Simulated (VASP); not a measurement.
# TiRe (Pm-3m) in VASP: single point with LDA+U

Aim: the single point of TiRe with LDA+U.

Program: VASP 6.6.1. These are calculated values, not measurements. Logs are shortened: lines on timing, memory, paths and dates and some standing lists are left out, and cuts for length are marked.

**1. The cell of the first run**

Symmetry: Pm-3m, No. 221, cubic system. Conventional cell: a = 3.137 Å, b = 3.137 Å, c = 3.137 Å, α = 90.00°, β = 90.00°, γ = 90.00°. Re (site symmetry m-3m) has 8 Ti at 2.72 Å and 6 Re at 3.14 Å within 3.6 Å. Ti (site symmetry m-3m) has 8 Re at 2.72 Å and 6 Ti at 3.14 Å within 3.6 Å.

**2. Single point, LDA+U, non-collinear spin, zero start, spin-orbit coupling**

Contents of INCAR:

```
  ALGO = Normal
  EDIFF = 1E-6
  ENCUT = 520
  GGA_COMPAT = False
  ISIF = 2
  ISMEAR = -1
  LASPH = True
  LCHARG = False
  LDAU = True
  LDAUJ = 0 0
  LDAUL = 2 -1
  LDAUPRINT = 1
  LDAUTYPE = 2
  LDAUU = 1.38 0
  LMAXMIX = 4
  LORBIT = 11
  LORBMOM = True
  LREAL = False
  LSORBIT = True
  LWAVE = False
  MAGMOM = 0 0 0 0 0 0
  NBANDS = 31
  NELM = 150
  PREC = Accurate
  SIGMA = 0.0164
```

Contents of KPOINTS:

```
k-points
0
Gamma
  8 8 8
```

Contents of POSCAR:

```
TiRe
1.0
    3.1372520000      0.0000000000      0.0000000000
    0.0000000000      3.1372520000      0.0000000000
    0.0000000000      0.0000000000      3.1372520000
Re Ti
1 1
Direct
    0.0000000000      0.0000000000      0.0000000000
    0.5000000000      0.5000000000      0.5000000000
```

Potentials or basis: VASP PAW LDA potentials, release 64 (Re, Ti_sv).

Started as:

```console
$ cat potpaw_LDA.64/Re/POTCAR potpaw_LDA.64/Ti_sv/POTCAR > POTCAR
$ mpirun -np 1 vasp_ncl > vasp.out
```

OUTCAR:

```text
EDIFF = 1E-6
   ENCUT = 520
   ISIF = 2
   ISMEAR = -1
   LASPH = True
   LORBIT = 11
   LREAL = False
   LSORBIT = True
   NELM = 150
   PREC = Accurate

 ion  position               nearest neighbor table
   1  0.000  0.000  0.000-   2 2.72   2 2.72   2 2.72   2 2.72   2 2.72   2 2.72   2 2.72   2 2.72

   2  0.500  0.500  0.500-   1 2.72   1 2.72   1 2.72   1 2.72   1 2.72   1 2.72   1 2.72   1 2.72

  LATTYP: Found a simple cubic cell.
 ALAT       =     3.1372520000

  Lattice vectors:

 A1 = (   3.1372520000,   0.0000000000,   0.0000000000)
 A2 = (   0.0000000000,   3.1372520000,   0.0000000000)
 A3 = (   0.0000000000,   0.0000000000,   3.1372520000)

Analysis of symmetry for initial positions (statically):
=====================================================================
 Subroutine PRICEL returns:
 Original cell was already a primitive cell.

 Routine SETGRP: Setting up the symmetry group for a
 simple cubic supercell.

 Subroutine GETGRP returns: Found 48 space group operations
 (whereof 48 operations were pure point group operations)
 out of a pool of 48 trial point group operations.

The static configuration has the point symmetry O_h .

Analysis of symmetry for dynamics (positions and initial velocities):
=====================================================================
 Subroutine PRICEL returns:
 Original cell was already a primitive cell.

 Routine SETGRP: Setting up the symmetry group for a
 simple cubic supercell.

 Subroutine GETGRP returns: Found 48 space group operations
 (whereof 48 operations were pure point group operations)
 out of a pool of 48 trial point group operations.

The dynamic configuration has the point symmetry O_h .

Analysis of structural, dynamic, and magnetic symmetry:
=====================================================================
 Subroutine PRICEL returns:
 Original cell was already a primitive cell.

 Routine SETGRP: Setting up the symmetry group for a
 simple cubic supercell.

 Subroutine GETGRP returns: Found 48 space group operations
 (whereof 48 operations were pure point group operations)
 out of a pool of 48 trial point group operations.

The overall configuration has the point symmetry O_h .

 Subroutine INISYM returns: Found 48 space group operations
 (whereof 48 operations are pure point group operations),
 and found     1 'primitive' translations

----------------------------------------------------------------------------------------

                                     Primitive cell

  volume of cell :      30.8779

  direct lattice vectors                    reciprocal lattice vectors
     3.137252000  0.000000000  0.000000000     0.318750295  0.000000000  0.000000000
     0.000000000  3.137252000  0.000000000     0.000000000  0.318750295  0.000000000
     0.000000000  0.000000000  3.137252000     0.000000000  0.000000000  0.318750295

  length of vectors
     3.137252000  3.137252000  3.137252000     0.318750295  0.318750295  0.318750295

  position of ions in fractional coordinates (direct lattice)
     0.000000000  0.000000000  0.000000000
     0.500000000  0.500000000  0.500000000

  ion indices of the primitive-cell ions
   primitive index   ion index
                 1           1
                 2           2

----------------------------------------------------------------------------------------

 KPOINTS: k-points

Automatic generation of k-mesh.
 Grid dimensions read from file:
 generate k-points for:    8    8    8

 Generating k-lattice:

[... 153 lines left out ...]
  o =  0.6047  v =  0.7342 -0.0967 -0.0006 -0.1841 -0.0000 -0.1922 -0.2514  0.0218 -0.0023 -0.0465      0.0000 -0.0193 -0.0305  0.0955  0.1678 -0.2034 -0.0023  0.0002 -0.4828  0.0439

 number of electron      18.9999995 magnetization      -0.0000000      0.0000000     -0.0000000

 Free energy of the ion-electron system (eV)
  ---------------------------------------------------
  ext. energy  EPLUGINS =         0.00000000
  ---------------------------------------------------
  free energy    TOTEN  =       -21.71260589 eV

  energy without entropy =      -21.71126172  energy(sigma->0) =      -21.71193381

 E-fermi :   7.7623     XC(G=0): -12.9963

 val. band max:        7.7276468166   @ k =   0.5000   0.0000   0.0000
 cond. band min:       7.7623934470   @ k =   0.3750   0.3750   0.1250
 fundamental gap:      0.0347466304
 Fermi energy:         7.7622764339

 k-point     1 :       0.0000    0.0000    0.0000
  band No.  band energies     occupation
      1     -47.6763      1.00000
      2     -47.6763      1.00000
      3     -24.6693      1.00000
      4     -24.6693      1.00000
      5     -24.0099      1.00000
      6     -24.0099      1.00000
[... 805 lines left out ...]
     30      13.3879      0.00000
     31      13.6730      0.00000

 [... further k-points ...]

------------------------ aborting loop because EDIFF is reached ----------------------------------------

  FORCE on cell =-STRESS in cart. coord.  units (eV):
  Direction    XX          YY          ZZ          XY          YZ          ZX
  --------------------------------------------------------------------------------------
  -------------------------------------------------------------------------------------
  Total       -2.9350312     -2.9350312     -2.9350312      0.0000000      0.0000000     -0.0000000
  in kB     -152.2912990   -152.2912990   -152.2912990      0.0000000      0.0000000     -0.0000000
  external PRESSURE =    -152.2912990 kB  Pullay stress =       0.0000000 kB

 VOLUME and BASIS-vectors are now :
 -----------------------------------------------------------------------------
  energy-cutoff  :      520.00
  volume of cell :       30.88
      direct lattice vectors                 reciprocal lattice vectors
     3.137252000  0.000000000  0.000000000     0.318750295  0.000000000  0.000000000
     0.000000000  3.137252000  0.000000000     0.000000000  0.318750295  0.000000000
     0.000000000  0.000000000  3.137252000     0.000000000  0.000000000  0.318750295

 POSITION                                       TOTAL-FORCE (eV/Angst)
 -----------------------------------------------------------------------------------
      0.00000      0.00000      0.00000         0.000000      0.000000      0.000000
      1.56863      1.56863      1.56863         0.000000      0.000000      0.000000
 -----------------------------------------------------------------------------------
    total drift:                                0.000000     -0.000000     -0.000000

  FREE ENERGIE OF THE ION-ELECTRON SYSTEM (eV)
  ---------------------------------------------------
  free  energy   TOTEN  =       -21.7126058947 eV

  energy  without entropy=      -21.7112617171  energy(sigma->0) =      -21.71193381

 orbital moment (x)

 # of ion     p       d       tot
 ----------------------------------------
  1         0.000   0.000   0.000
  2         0.000   0.000   0.000
 ----------------------------------------
            0.000   0.000   0.000

 orbital moment (y)

 # of ion     p       d       tot
 ----------------------------------------
  1         0.000  -0.000  -0.000
  2         0.000  -0.000  -0.000
 ----------------------------------------
            0.000  -0.000  -0.000

 orbital moment (z)

 # of ion     p       d       tot
 ----------------------------------------
  1         0.000   0.000   0.000
  2         0.000   0.000   0.000
 ----------------------------------------
            0.000   0.000   0.000

 Spin-Orbit-Coupling matrix elements

 Ion:    1  E_soc:     -0.6741027
 l=   1
     0.0000000    -0.0404293    -0.0404293
    -0.0404293     0.0000000    -0.0404293
    -0.0404293    -0.0404293     0.0000000
 l=   2
     0.0000000    -0.0199179     0.0000000    -0.0199179    -0.0520032
    -0.0199179     0.0000000    -0.0390024    -0.0199179    -0.0130008
     0.0000000    -0.0390024     0.0000000    -0.0390024     0.0000000
    -0.0199179    -0.0199179    -0.0390024     0.0000000    -0.0130008
    -0.0520032    -0.0130008     0.0000000    -0.0130008     0.0000000
 l=   3
     0.0000000     0.0000000     0.0000000     0.0000000     0.0000000     0.0000000     0.0000000
     0.0000000     0.0000000     0.0000000     0.0000000     0.0000000     0.0000000     0.0000000
     0.0000000     0.0000000     0.0000000     0.0000000     0.0000000     0.0000000     0.0000000
     0.0000000     0.0000000     0.0000000     0.0000000     0.0000000     0.0000000     0.0000000
     0.0000000     0.0000000     0.0000000     0.0000000     0.0000000     0.0000000     0.0000000
     0.0000000     0.0000000     0.0000000     0.0000000     0.0000000     0.0000000     0.0000000
     0.0000000     0.0000000     0.0000000     0.0000000     0.0000000     0.0000000     0.0000000

 Ion:    2  E_soc:     -0.0136389
 l=   1
     0.0000000    -0.0015897    -0.0015897
    -0.0015897     0.0000000    -0.0015897
    -0.0015897    -0.0015897     0.0000000
 l=   2
     0.0000000    -0.0002669     0.0000000    -0.0002669    -0.0004166
    -0.0002669     0.0000000    -0.0003125    -0.0002669    -0.0001042
     0.0000000    -0.0003125     0.0000000    -0.0003125     0.0000000
    -0.0002669    -0.0002669    -0.0003125     0.0000000    -0.0001042
    -0.0004166    -0.0001042     0.0000000    -0.0001042     0.0000000
 l=   3
     0.0000000     0.0000000     0.0000000     0.0000000     0.0000000     0.0000000     0.0000000
     0.0000000     0.0000000     0.0000000     0.0000000     0.0000000     0.0000000     0.0000000
     0.0000000     0.0000000     0.0000000     0.0000000     0.0000000     0.0000000     0.0000000
     0.0000000     0.0000000     0.0000000     0.0000000     0.0000000     0.0000000     0.0000000
     0.0000000     0.0000000     0.0000000     0.0000000     0.0000000     0.0000000     0.0000000
     0.0000000     0.0000000     0.0000000     0.0000000     0.0000000     0.0000000     0.0000000
     0.0000000     0.0000000     0.0000000     0.0000000     0.0000000     0.0000000     0.0000000

 total charge

# of ion       s       p       d       tot
------------------------------------------
    1        0.615   0.497   4.840   5.952
    2        2.244   6.194   1.962  10.399
--------------------------------------------------
tot          2.859   6.691   6.801  16.351

 magnetization (x)

# of ion       s       p       d       tot
------------------------------------------
    1        0.000   0.000   0.000   0.000
    2       -0.000   0.000   0.000  -0.000
--------------------------------------------------
tot         -0.000   0.000   0.000   0.000

 magnetization (y)

# of ion       s       p       d       tot
------------------------------------------
    1        0.000  -0.000   0.000   0.000
    2       -0.000   0.000   0.000   0.000
--------------------------------------------------
tot          0.000  -0.000   0.000   0.000

 magnetization (z)

# of ion       s       p       d       tot
------------------------------------------
    1       -0.000   0.000  -0.000  -0.000
    2       -0.000  -0.000  -0.000  -0.000
--------------------------------------------------
tot         -0.000   0.000  -0.000  -0.000
```

Run time: 52 s. Hardware: 1 thread of Intel Xeon Platinum 8259CL at 2.50GHz (Skylake/Cascade Lake), shared host; peak memory 0.2 GiB.

Results:

```yaml
Free_energy: -21.7126 eV
Pressure: -15.2 GPa
Net_moment: 0.00 μB per cell
Valence_electrons_inside_the_program's_atomic_spheres: Re 5.95; Ti 10.40
```

Moments on the atoms (μB; x, y, z):
```
Re  0.00 0.00 0.00
Ti  0.00 0.00 0.00
```

Caveat: the cell stands under tension; the U is typed as a test and isn't derived for this compound. The state reached can hang on the start; a lower one may exist.
